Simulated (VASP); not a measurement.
# TlGaI6 (R-3) in VASP: single point with PBEsol

Aim: the single point of TlGaI6 with PBEsol.

All numbers are computed with VASP 6.6.1; they aren't measurements. Logs are shortened: lines on timing, memory, paths and dates and some standing lists are left out, and cuts for length are marked.

## 1. The cell of the first run

It takes space group R-3 (No. 148, trigonal). Conventional cell: a = 7.127 Å, b = 7.127 Å, c = 19.640 Å, α = 90.00°, β = 90.00°, γ = 120.00°. Tl (site symmetry -3) has 6 I at 3.04 Å within 4.0 Å. Ga (site symmetry -3) has 6 I at 2.77 Å within 3.7 Å. I (site symmetry 1) has 1 Ga at 2.77 Å and 1 Tl at 3.04 Å within 3.7 Å.

## 2. Single point, PBEsol

INCAR reads:

```
SYSTEM = TlGaI6
  PREC = Accurate
  ENCUT = 520
  EDIFF = 1E-7
  ISMEAR = -1
  SIGMA = 0.03
  LREAL = .FALSE.
  LASPH = .TRUE.
  NELM = 60
  ALGO = Normal
  ISIF = 2
  LWAVE = .FALSE.
  LCHARG = .FALSE.
  GGA = PS
  NBANDS = 44
```

KPOINTS reads:

```
Automatic mesh
0
G
  4 4 4
  0 0 0
```

POSCAR reads:

```
TlGaI6
1.0
    3.5633437248      2.0572974604      6.5467472278
   -3.5633437248      2.0572974604      6.5467472278
    0.0000000000     -4.1145949158      6.5467472294
Tl Ga I
1 1 6
Direct
    0.5000000000      0.5000000000      0.5000000000
    0.0000000000      0.0000000000      0.0000000000
    0.5899976987      0.9385826396      0.2342996412
    0.9385826396      0.2342996412      0.5899976987
    0.7657003588      0.4100023013      0.0614173604
    0.0614173604      0.7657003588      0.4100023013
    0.4100023013      0.0614173604      0.7657003588
    0.2342996412      0.5899976987      0.9385826396
```

Potentials or basis: VASP PAW PBE potentials, release 64 (Tl_d, Ga_d, I).

Launch:

```bash
cat potpaw_PBE.64/Tl_d/POTCAR potpaw_PBE.64/Ga_d/POTCAR potpaw_PBE.64/I/POTCAR > POTCAR
mpirun -np 1 vasp_std > vasp.out
```

OUTCAR:

```text
SYSTEM = TlGaI6
   PREC = Accurate
   ENCUT = 520
   EDIFF = 1E-7
   ISMEAR = -1
   LREAL = .FALSE.
   LASPH = .TRUE.
   NELM = 60
   ISIF = 2
   GGA = PS

 ion  position               nearest neighbor table
   1  0.500  0.500  0.500-   3 3.04   7 3.04   6 3.04   4 3.04   5 3.04   8 3.04
   2  0.000  0.000  0.000-   3 2.77   7 2.77   5 2.77   8 2.77   4 2.77   6 2.77
   3  0.590  0.939  0.234-   2 2.77   1 3.04
   4  0.939  0.234  0.590-   2 2.77   1 3.04
   5  0.766  0.410  0.061-   2 2.77   1 3.04
   6  0.061  0.766  0.410-   2 2.77   1 3.04
   7  0.410  0.061  0.766-   2 2.77   1 3.04
   8  0.234  0.590  0.939-   2 2.77   1 3.04

  LATTYP: Found a trigonal (rhomboedric) cell.
 ALAT       =     7.7323858289
 COS(alpha) =     0.5752646607

  Lattice vectors:

 A1 = (   3.5633437248,   2.0572974604,   6.5467472278)
 A2 = (  -3.5633437248,   2.0572974604,   6.5467472278)
 A3 = (   0.0000000000,  -4.1145949158,   6.5467472294)

Analysis of symmetry for initial positions (statically):
=====================================================================
 Subroutine PRICEL returns:
 Original cell was already a primitive cell.

 Routine SETGRP: Setting up the symmetry group for a
 trigonal (rhombohedral) supercell.

 Subroutine GETGRP returns: Found  6 space group operations
 (whereof  6 operations were pure point group operations)
 out of a pool of 12 trial point group operations.

The static configuration has the point symmetry S_6 .

Analysis of symmetry for dynamics (positions and initial velocities):
=====================================================================
 Subroutine PRICEL returns:
 Original cell was already a primitive cell.

 Routine SETGRP: Setting up the symmetry group for a
 trigonal (rhombohedral) supercell.

 Subroutine GETGRP returns: Found  6 space group operations
 (whereof  6 operations were pure point group operations)
 out of a pool of 12 trial point group operations.

The dynamic configuration has the point symmetry S_6 .

 Subroutine INISYM returns: Found  6 space group operations
 (whereof  6 operations are pure point group operations),
 and found     1 'primitive' translations

----------------------------------------------------------------------------------------

                                     Primitive cell

[... 94 lines left out ...]
   NSW    =      0    number of steps for IOM
   IBRION =     -1    ionic relax: 0-MD 1-quasi-New 2-CG
   NFREE  =      0    steps in history (QN), initial steepest desc. (CG)
   ISIF   =      2    stress and relaxation
   ISYM   =      2    0-nonsym 1-usesym 2-fastsym
   POTIM  = 0.5000    time-step for ionic-motion
   TEBEG  =    0.0;   TEEND  =   0.0 temperature during run
   PSTRESS=    0.0 pullay stress
   NELECT =      68.0000    total number of electrons
   NUPDOWN=      -1.0000    fix difference up-down
   EMIN   =  10.00;   EMAX   =-10.00  energy-range for DOS
   EFERMI =   0.00;   METHOD = LEGACY
   ISMEAR =    -1;   SIGMA  =   0.03  broadening in eV -4-tet -1-fermi 0-gaus
   EFERMI_NEDOS =   21; number of points for ismear=-14 and -15
   IALGO  =     38    algorithm
   IMIX   =      4    mixing-type and parameters
     AMIX     =   0.40;   BMIX     =  1.00
     AMIX_MAG =   1.60;   BMIX_MAG =  1.00
  volume/ion in A,a.u.               =      35.99       242.91
  Fermi-wavevector in a.u.,A,eV,Ry     =   1.011891  1.912198 13.931336  1.023924
  Thomas-Fermi vector in A             =   2.144968
   LORBIT       =      0    0 simple, 1 ext, 2 COOP (PROOUT), +10 PAW based schemes
   GGA     = PS    functional components
   LHFCALC =     F    Hartree Fock is set to
   AEXX    =    0.0000 exact exchange contribution
   IVDW    =     0    specifies the selected vdW correction
   LEPSILON=     F    determine dielectric tensor
   LRPA    =     F    only Hartree local field effects (RPA)
 non-spin polarized calculation
  energy-cutoff  :      520.00
  volume of cell :      287.96
 maximum number of plane-waves:      7774
 NGX is ok and might be reduce to    60
   NGX = 29   NGY = 29   NGZ = 29

 number of electron      67.9999997 magnetization

 Free energy of the ion-electron system (eV)
  ---------------------------------------------------
  ext. energy  EPLUGINS =         0.00000000
  ---------------------------------------------------
  free energy    TOTEN  =       -18.29478576 eV

  energy without entropy =      -18.29243492  energy(sigma->0) =      -18.29361034

 E-fermi :   3.2868     XC(G=0):  -8.8142

 val. band max:        3.2061459575   @ k =   0.2500   0.0000   0.0000
 cond. band min:       3.2946707848   @ k =   0.0000   0.0000   0.0000
 fundamental gap:      0.0885248273
 Fermi energy:         3.2867721259

 k-point     1 :       0.0000    0.0000    0.0000
  band No.  band energies     occupation
      1     -11.6013      2.00000
      2     -11.6013      2.00000
      3     -11.5071      2.00000
      4     -11.5071      2.00000
      5     -11.5027      2.00000
      6      -9.6143      2.00000
[... 647 lines left out ...]
     43       9.9617      0.00000
     44      10.1768      0.00000

------------------------ aborting loop because EDIFF is reached ----------------------------------------

  FORCE on cell =-STRESS in cart. coord.  units (eV):
  Direction    XX          YY          ZZ          XY          YZ          ZX
  --------------------------------------------------------------------------------------
  -------------------------------------------------------------------------------------
  Total       -0.0427457     -0.0427457     -0.0163477      0.0000001      0.0000000      0.0000000
  in kB       -0.2378324     -0.2378324     -0.0909569      0.0000007      0.0000000      0.0000000
  external PRESSURE =      -0.1888739 kB  Pullay stress =       0.0000000 kB

 VOLUME and BASIS-vectors are now :
 -----------------------------------------------------------------------------
  energy-cutoff  :      520.00
  volume of cell :      287.96
      direct lattice vectors                 reciprocal lattice vectors
     3.563343725  2.057297460  6.546747228     0.140317645  0.081012430  0.050915870
    -3.563343725  2.057297460  6.546747228    -0.140317645  0.081012430  0.050915870
     0.000000000 -4.114594916  6.546747229     0.000000000 -0.162024860  0.050915870

 POSITION                                       TOTAL-FORCE (eV/Angst)
 -----------------------------------------------------------------------------------
      0.00000      0.00000      9.82012         0.000000     -0.000000     -0.000000
      0.00000      0.00000      0.00000         0.000000     -0.000000     -0.000000
     -1.24213      2.18070     11.54113         0.003840      0.002243      0.000785
      2.50960     -0.01463     11.54113         0.000023     -0.004447      0.000785
      1.26747      2.16606      8.09911         0.003862     -0.002204     -0.000785
     -2.50960      0.01463      8.09911        -0.000023      0.004447     -0.000785
      1.24213     -2.18070      8.09911        -0.003840     -0.002243     -0.000785
     -1.26747     -2.16606     11.54113        -0.003862      0.002204      0.000785
 -----------------------------------------------------------------------------------
    total drift:                                0.000000     -0.000000      0.000000

  FREE ENERGIE OF THE ION-ELECTRON SYSTEM (eV)
  ---------------------------------------------------
  free  energy   TOTEN  =       -18.2947857567 eV

  energy  without entropy=      -18.2924349174  energy(sigma->0) =      -18.29361034
```

OSZICAR:

```text
N       E                     dE             d eps       ncg     rms          rms(c)
DAV:   1     0.514825656954E+03    0.51483E+03   -0.28237E+04  1280   0.145E+03
DAV:   2     0.453652625173E+02   -0.46946E+03   -0.44934E+03  1452   0.318E+02
DAV:   3    -0.156921117697E+02   -0.61057E+02   -0.59736E+02  1456   0.113E+02
DAV:   4    -0.186499920119E+02   -0.29579E+01   -0.29406E+01  1588   0.262E+01
DAV:   5    -0.187445548578E+02   -0.94563E-01   -0.94481E-01  1644   0.440E+00    0.101E+01
DAV:   6    -0.183321347954E+02    0.41242E+00   -0.70271E-01  1576   0.891E+00    0.726E+00
DAV:   7    -0.183027454270E+02    0.29389E-01   -0.36615E-01  1544   0.325E+00    0.160E+00
DAV:   8    -0.182944565112E+02    0.82889E-02   -0.81347E-02  1436   0.224E+00    0.479E-01
DAV:   9    -0.182947214128E+02   -0.26490E-03   -0.60133E-03  1504   0.491E-01    0.168E-01
DAV:  10    -0.182947740909E+02   -0.52678E-04   -0.48453E-04  1628   0.113E-01    0.604E-02
DAV:  11    -0.182947845152E+02   -0.10424E-04   -0.41243E-05  1624   0.342E-02    0.139E-02
DAV:  12    -0.182947856756E+02   -0.11604E-05   -0.47113E-06  1524   0.131E-02    0.404E-03
DAV:  13    -0.182947858188E+02   -0.14314E-06   -0.46286E-07  1332   0.440E-03    0.204E-03
DAV:  14    -0.182947857567E+02    0.62109E-07   -0.14391E-07   904   0.282E-03
   1 F= -.18294786E+02 E0= -.18293610E+02  d E =-.235084E-02
```

It took 2.9 min on 1 thread of Intel Xeon 6975P-C (Granite Rapids), shared host; peak memory 0.55 GiB.

Results:

```
Free energy            : -18.2948 eV
Pressure               : 0.0 GPa
Largest force          : 0.005 eV/Å
Band gap on the k mesh : 0.09 eV, indirect (least direct gap 0.15 eV)
```

Forces in eV/Å, atoms in the order of the input:
```
Tl   0.000  0.000  0.000
Ga   0.000  0.000  0.000
I    0.004  0.002  0.001
I    0.000 -0.004  0.001
I    0.004 -0.002 -0.001
I    0.000  0.004 -0.001
I   -0.004 -0.002 -0.001
I   -0.004  0.002  0.001
```

Levels at points of the mesh, in eV from the valence-band top:
```tsv
k point	band 31	band 32	band 33	band 34	band 35	band 36	band 37	band 38
(0.00, 0.00, 0.00)	-0.33	-0.11	-0.11	-0.06	0.09	2.66	3.71	3.72
(0.50, 0.00, 0.00)	-0.78	-0.76	-0.22	-0.14	0.45	1.19	4.59	4.75
(0.50, 0.50, 0.00)	-0.84	-0.42	-0.40	-0.20	0.75	1.48	3.55	4.41
(0.50, 0.50, 0.50)	-0.32	-0.32	-0.23	-0.23	0.28	1.13	4.76	5.05
```

Caveat: the PAW data sets were made with another functional, which shifts forces and pressure a little; spin-orbit coupling is left out, which moves the levels of the heavy elements. A k mesh can miss the band edges.
